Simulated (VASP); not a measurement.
Here is a VASP 6.6.1 calculation.

Contents of INCAR:

```
SYSTEM = InSb
  PREC = Accurate
  ENCUT = 520
  EDIFF = 1E-7
  ISMEAR = 0
  SIGMA = 0.1
  LREAL = .False.
  LASPH = .True.
  NELM = 100
  ALGO = Normal
  ISIF = 2
  LWAVE = .False.
  LCHARG = .False.
  GGA = PE
  NBANDS = 26
```

Contents of KPOINTS:

```
Automatic mesh
0
Gamma
  4 4 4
  0 0 0
```

POSCAR

```
InSb
1.0
    3.0633140000     -3.0813730000      0.0000000000
    3.0633140000      3.0813730000      0.0000000000
    0.0000000000      0.0000000000      6.1268940000
In Sb
2 2
Direct
    0.2794110000      0.7205890000      0.2500000000
    0.7205890000      0.2794110000      0.7500000000
    0.7772050000      0.2227950000      0.2500000000
    0.2227950000      0.7772050000      0.7500000000
```

Potentials or basis: VASP PAW PBE potentials, release 64 (In_d, Sb).

Run with:

```sh
$ cat potpaw_PBE.64/In_d/POTCAR potpaw_PBE.64/Sb/POTCAR > POTCAR
$ mpirun -np 1 vasp_std > vasp.out
```

(1) What does it give for the largest force?

(2) What does it give for the band gap on the k mesh?

## Answers

(1) 0.239 eV/Å.

(2) zero (bands 18 and 19 overlap by 2.36 eV).

Caveat: the k points lie up to 0.36 Å⁻¹ apart, too coarse for converged energies and pressures of a metal; spin-orbit coupling is left out, which moves the levels of the heavy elements.
